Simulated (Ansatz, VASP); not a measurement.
One calculation of CsLa5, two programs

```
CELL_PARAMETERS angstrom
6.87180 0.00000 0.00000
-3.43590 5.95116 0.00000
0.00000 0.00000 5.44579
ATOMIC_POSITIONS crystal
Cs 0.00000 0.00000 0.00000
La 0.33333 0.66667 0.00000
La 0.66667 0.33333 0.00000
La 0.50000 0.00000 0.50000
La 0.50000 0.50000 0.50000
La 0.00000 0.50000 0.50000
```

Change from the starting cell: species swapped into the SmCo5 type (P6/mmm, No. 191).

Alike in both runs: task relaxation of cell and atoms; functional PBE; k mesh 3 × 3 × 4; occupations gaussian, width 0.1 eV; no spin polarisation.

|  | VASP | Ansatz |
| --- | --- | --- |
| version | VASP 6.6.1 | Ansatz 0.2.0 |
| potentials or method | VASP PAW PBE potentials, release 64 (Cs_sv, La), cutoff 600 eV | scalar-relativistic, plane waves, PAW |
| valence electrons in the cell | 64 | 64 |

```csv
,VASP,Ansatz,Ansatz less VASP
"gap on the k mesh at the Fermi level, each at its own relaxed structure (eV)",none,none,-
relaxed volume (Å³/atom),45.84,44.95,-0.888
relaxed cell length with the largest relative difference (Å),7.330,7.262,-0.0678
```

A gap of «none» marks a metal or a gap that the smearing closes.

Spin-orbit coupling is off throughout. Noted on VASP's run: the volume moved by over 15 % at a fixed basis, so the end points are rough.
